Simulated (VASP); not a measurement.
# MgO in VASP: further runs

The runs below take MgO through single point, with PBEsol.

Everything below comes from runs of VASP 6.6.1. Logs are shortened: lines on timing, memory, paths and dates and some standing lists are left out, and cuts for length are marked.

### Step 1. The cell of the first run

It takes space group Imm2 (No. 44, orthorhombic). Conventional cell: a = 2.981 Å, b = 4.215 Å, c = 2.981 Å, α = 90.00°, β = 90.00°, γ = 90.00°. Mg (site symmetry mm2) has 6 O at 1.98 to 2.25 Å within 2.6 Å. Within 2.6 Å of O (site symmetry mm2) lie 6 Mg at 1.98 to 2.25 Å.

### Step 2. Single point, PBEsol (mode 4 frozen in at -0.081 Å and mode 5 at -0.081 Å (largest displacements))

Contents of INCAR:

```
PREC     = Accurate       # precision mode
ENCUT    = 520            # plane-wave cutoff, eV
EDIFF    = 1E-7           # SCF threshold, eV
ISMEAR   = 0              # smearing method
SIGMA    = 0.05           # smearing width, eV
LREAL    = F              # projectors in reciprocal space
LASPH    = T              # aspherical terms in the spheres
NELM     = 100            # most SCF steps
ALGO     = Normal         # electronic algorithm
ISIF     = 2              # what is computed and relaxed
LWAVE    = F              # write WAVECAR
LCHARG   = F              # write CHGCAR
GGA      = PS             # functional
NBANDS   = 11             # bands
```

Contents of KPOINTS:

```
regular mesh
0
Gamma
  10 10 10
```

Contents of POSCAR:

```
MgO
1.0
    0.0000000000      2.1075959641      2.1075959641
    2.1075959641      0.0000000000      2.1075959641
    2.1075959641      2.1075959641      0.0000000000
Mg O
1 1
Direct
    0.0000000000      0.0000000000      0.0252360405
    0.5000000000      0.5000000000      0.4616624812
```

Potentials or basis: VASP PAW PBE potentials, release 64 (Mg, O).

On the command line:

```
> cat potpaw_PBE.64/Mg/POTCAR potpaw_PBE.64/O/POTCAR > POTCAR
> mpirun -np 1 vasp_std > vasp.out
```

OUTCAR:

```text
PREC = Accurate
   ENCUT = 520
   EDIFF = 1E-7
   ISMEAR = 0
   LREAL = F
   LASPH = T
   NELM = 100
   ISIF = 2
   GGA = PS

 ion  position               nearest neighbor table
   1  0.000  0.000  0.025-   2 1.98   2 1.98   2 2.12   2 2.12   2 2.25   2 2.25
   2  0.500  0.500  0.462-   1 1.98   1 1.98   1 2.12   1 2.12   1 2.25   1 2.25

  LATTYP: Found a face centered cubic cell.
 ALAT       =     4.2151919282

  Lattice vectors:

 A1 = (   0.0000000000,   2.1075959641,   2.1075959641)
 A2 = (   2.1075959641,   0.0000000000,   2.1075959641)
 A3 = (   2.1075959641,   2.1075959641,   0.0000000000)

Analysis of symmetry for initial positions (statically):
=====================================================================
 Subroutine PRICEL returns:
 Original cell was already a primitive cell.

 Routine SETGRP: Setting up the symmetry group for a
 face centered cubic supercell.

 Subroutine GETGRP returns: Found  4 space group operations
 (whereof  4 operations were pure point group operations)
 out of a pool of 48 trial point group operations.

The static configuration has the point symmetry C_2v.

Analysis of symmetry for dynamics (positions and initial velocities):
=====================================================================
 Subroutine PRICEL returns:
 Original cell was already a primitive cell.

 Routine SETGRP: Setting up the symmetry group for a
 face centered cubic supercell.

 Subroutine GETGRP returns: Found  4 space group operations
 (whereof  4 operations were pure point group operations)
 out of a pool of 48 trial point group operations.

The dynamic configuration has the point symmetry C_2v.

 Subroutine INISYM returns: Found  4 space group operations
 (whereof  4 operations are pure point group operations),
 and found     1 'primitive' translations

----------------------------------------------------------------------------------------

                                     Primitive cell

  volume of cell :      18.7237

  direct lattice vectors                    reciprocal lattice vectors
     0.000000000  2.107595964  2.107595964    -0.237237122  0.237237122  0.237237122
     2.107595964  0.000000000  2.107595964     0.237237122 -0.237237122  0.237237122
     2.107595964  2.107595964  0.000000000     0.237237122  0.237237122 -0.237237122

  length of vectors
     2.980590796  2.980590796  2.980590796     0.410906748  0.410906748  0.410906748

  position of ions in fractional coordinates (direct lattice)
     0.000000000  0.000000000  0.025236040
     0.500000000  0.500000000  0.461662481
[... 81 lines left out ...]
   IBRION =     -1    ionic relax: 0-MD 1-quasi-New 2-CG
   NFREE  =      0    steps in history (QN), initial steepest desc. (CG)
   ISIF   =      2    stress and relaxation
   ISYM   =      2    0-nonsym 1-usesym 2-fastsym
   POTIM  = 0.5000    time-step for ionic-motion
   TEBEG  =    0.0;   TEEND  =   0.0 temperature during run
   PSTRESS=    0.0 pullay stress
   NELECT =       8.0000    total number of electrons
   NUPDOWN=      -1.0000    fix difference up-down
   EMIN   =  10.00;   EMAX   =-10.00  energy-range for DOS
   EFERMI =   0.00;   METHOD = LEGACY
   ISMEAR =     0;   SIGMA  =   0.05  broadening in eV -4-tet -1-fermi 0-gaus
   EFERMI_NEDOS =   21; number of points for ismear=-14 and -15
   IALGO  =     38    algorithm
   IMIX   =      4    mixing-type and parameters
     AMIX     =   0.40;   BMIX     =  1.00
     AMIX_MAG =   1.60;   BMIX_MAG =  1.00
  volume/ion in A,a.u.               =       9.36        63.18
  Fermi-wavevector in a.u.,A,eV,Ry     =   1.233031  2.330091 20.685841  1.520366
  Thomas-Fermi vector in A             =   2.367778
   LORBIT       =      0    0 simple, 1 ext, 2 COOP (PROOUT), +10 PAW based schemes
   GGA     = PS    functional components
   LHFCALC =     F    Hartree Fock is set to
   AEXX    =    0.0000 exact exchange contribution
   IVDW    =     0    specifies the selected vdW correction
   LEPSILON=     F    determine dielectric tensor
   LRPA    =     F    only Hartree local field effects (RPA)
 non-spin polarized calculation
 Gauss-broadening in eV      SIGMA  =   0.05
  energy-cutoff  :      520.00
  volume of cell :       18.72
 maximum number of plane-waves:       531
 NGX is ok and might be reduce to    24
   NGX = 11   NGY = 11   NGZ = 11

 number of electron       8.0000003 magnetization

 Free energy of the ion-electron system (eV)
  ---------------------------------------------------
  ext. energy  EPLUGINS =         0.00000000
  ---------------------------------------------------
  free energy    TOTEN  =       -12.41345114 eV

  energy without entropy =      -12.41345114  energy(sigma->0) =      -12.41345114

 E-fermi :   3.3400     XC(G=0): -11.2861

 val. band max:        3.0217897886   @ k =   0.0000   0.0000   0.0000
 cond. band min:       7.6199237962   @ k =   0.0000   0.0000   0.0000
 fundamental gap:      4.5981340076
 Fermi energy:         3.3400470175

 k-point     1 :       0.0000    0.0000    0.0000
  band No.  band energies     occupation
      1     -14.1601      2.00000
      2       2.9643      2.00000
      3       3.0182      2.00000
      4       3.0218      2.00000
      5       7.6199      0.00000
      6      18.6582      0.00000
      7      18.8134      0.00000
      8      18.8816      0.00000
      9      22.4237      0.00000
     10      24.4357      0.00000
     11      24.4787      0.00000
[... 309 lines left out ...]
 k-point    24 :       0.1000    0.0000    0.4000
  band No.  band energies     occupation
      1     -13.0610      2.00000
      2      -0.9118      2.00000
      3       2.1811      2.00000
      4       2.3445      2.00000
      5      11.1182      0.00000
      6      14.9999      0.00000
      7      18.3980      0.00000
      8      19.7598      0.00000
      9      23.0069      0.00000
     10      25.2616      0.00000
     11      25.7592      0.00000

 [... further k-points ...]
[... 5 lines left out ...]
  --------------------------------------------------------------------------------------
  -------------------------------------------------------------------------------------
  Total        0.5810480      0.5810480     -0.1653192     -0.1387526      0.0000000      0.0000000
  in kB       49.7199356     49.7199356    -14.1462684    -11.8729790      0.0000000      0.0000000
  external PRESSURE =      28.4312009 kB  Pullay stress =       0.0000000 kB

 VOLUME and BASIS-vectors are now :
 -----------------------------------------------------------------------------
  energy-cutoff  :      520.00
  volume of cell :       18.72
      direct lattice vectors                 reciprocal lattice vectors
     0.000000000  2.107595964  2.107595964    -0.237237122  0.237237122  0.237237122
     2.107595964  0.000000000  2.107595964     0.237237122 -0.237237122  0.237237122
     2.107595964  2.107595964  0.000000000     0.237237122  0.237237122 -0.237237122

 POSITION                                       TOTAL-FORCE (eV/Angst)
 -----------------------------------------------------------------------------------
      0.05319      0.05319      0.00000        -0.757762     -0.757762     -0.000000
      2.02680      2.02680      2.10760         0.757762      0.757762      0.000000
 -----------------------------------------------------------------------------------
    total drift:                               -0.000314     -0.000314      0.000001

  FREE ENERGIE OF THE ION-ELECTRON SYSTEM (eV)
  ---------------------------------------------------
  free  energy   TOTEN  =       -12.4134511361 eV

  energy  without entropy=      -12.4134511361  energy(sigma->0) =      -12.41345114
```

stdout:

```text
POSCAR found type information on POSCAR MgO
 POSCAR found :  2 types and       2 ions
 scaLAPACK will be used
 -----------------------------------------------------------------------------
|                                                                             |
|                                                                             |
|     You enforced a specific xc type in the INCAR file but a different       |
|     I HOPE YOU KNOW WHAT YOU ARE DOING!                                     |
|                                                                             |
 -----------------------------------------------------------------------------

 LDA part: xc-table for (Slater+PW92), standard interpolation
 POSCAR, INCAR and KPOINTS ok, starting setup
 FFT: planning ... GRIDC
 FFT: planning ... GRID_SOFT
 FFT: planning ... GRID
 WAVECAR not read
 entering main loop
```

Wall time 11 s (1 thread of Intel Xeon 6975P-C (Granite Rapids), shared host); peak memory 0.16 GiB.

Results:

* Free energy: -12.4135 eV
* Pressure: 2.8 GPa
* Largest force: 1.072 eV/Å
* Band gap on the k mesh: 4.60 eV, direct

Forces in eV/Å, atoms in the order of the input:
```
Mg  -0.758 -0.758  0.000
O    0.758  0.758  0.000
```

Caveat: the cell differs from its parent crystal (mode 4 frozen in at -0.081 Å and mode 5 at -0.081 Å (largest displacements)); the PAW data sets were made with another functional, which shifts forces and pressure a little.

[end of part 1 of 2]
